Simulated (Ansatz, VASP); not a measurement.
## Fe: VASP beside Ansatz

```xyz
1
Lattice="-1.4430 1.4430 1.4430 1.4430 -1.4430 1.4430 1.4430 1.4430 -1.4430" Properties=species:S:1:pos:R:3 pbc="T T T"
Fe    0.0000    0.0000    0.0000
```

Alike in both runs: task single point; functional b88 exchange, pbe correlation; k mesh 13 × 13 × 13; occupations fermi-dirac, width 0.05 eV; collinear spin.

```csv
,VASP,Ansatz
version,VASP 6.6.1,Ansatz 0.2.0
potentials or method,"VASP PAW PBE potentials, release 64 (Fe)",Ansatz PAW
plane-wave cutoff (eV),600,420
valence electrons in the cell,8,16
```

```csv
,VASP,Ansatz,Ansatz less VASP
gap on the k mesh at the Fermi level (eV),none,none,-
pressure (GPa),-9.6,-10.1,-0.46
net moment per atom (μB),2.27,2.23,-0.041
size of the moment on the site where the two differ most (μB),2.28,2.29,+0.008
```

VASP's potentials were made for PBE, not for b88 exchange, pbe correlation. Site moments also hang on the region over which each program counts them. A gap of «none» marks a metal or a gap that the smearing closes. VASP's potentials hold 8 valence electrons a cell and Ansatz's 16, so a difference there can come from the potentials and not from the codes.
